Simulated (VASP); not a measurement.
A run of VASP 6.6.1 is set up as follows.

The input INCAR:

```
SYSTEM = GaN
PREC     = Accurate       ! precision mode
ENCUT    = 520            ! plane-wave cutoff, eV
EDIFF    = 1E-7           ! SCF threshold, eV
ISMEAR   = 0              ! smearing method
SIGMA    = 0.01           ! smearing width, eV
LREAL    = .False.        ! projectors in reciprocal space
LASPH    = .True.         ! aspherical terms in the spheres
NELM     = 60             ! most SCF steps
ALGO     = Normal         ! electronic algorithm
ISIF     = 2              ! what is computed and relaxed
LWAVE    = .False.        ! write WAVECAR
LCHARG   = .False.        ! write CHGCAR
GGA      = PE             ! functional
NBANDS   = 26             ! bands
```

KPOINTS

```
Automatic mesh
0
Gamma
  9 9 4
  0 0 0
```

Contents of POSCAR:

```
GaN
1.0
    3.2814383249      0.0000000000      0.0000000000
   -1.6407191624      2.8418089503      0.0000000000
    0.0000000000      0.0000000000      5.3460868347
Ga N
2 2
Direct
    0.3333333333      0.6666666667     -0.0008524603
    0.6666666667      0.3333333333      0.4991475397
    0.3333333333      0.6666666667      0.3758524603
    0.6666666667      0.3333333333      0.8758524603
```

Potentials or basis: VASP PAW PBE potentials, release 64 (Ga_d, N).

Launch:

```console
$ cat potpaw_PBE.64/Ga_d/POTCAR potpaw_PBE.64/N/POTCAR > POTCAR
$ mpirun -np 1 vasp_std > vasp.out
```

Q: Predict the largest force.

A: 0.009 eV/Å.

Q: Predict the band gap on the k mesh.

A: 1.33 eV, direct.

Forces in eV/Å, atoms in the order of the input:
```
Ga   0.000  0.000 -0.009
Ga   0.000  0.000 -0.009
N    0.000  0.000  0.009
N    0.000  0.000  0.009
```
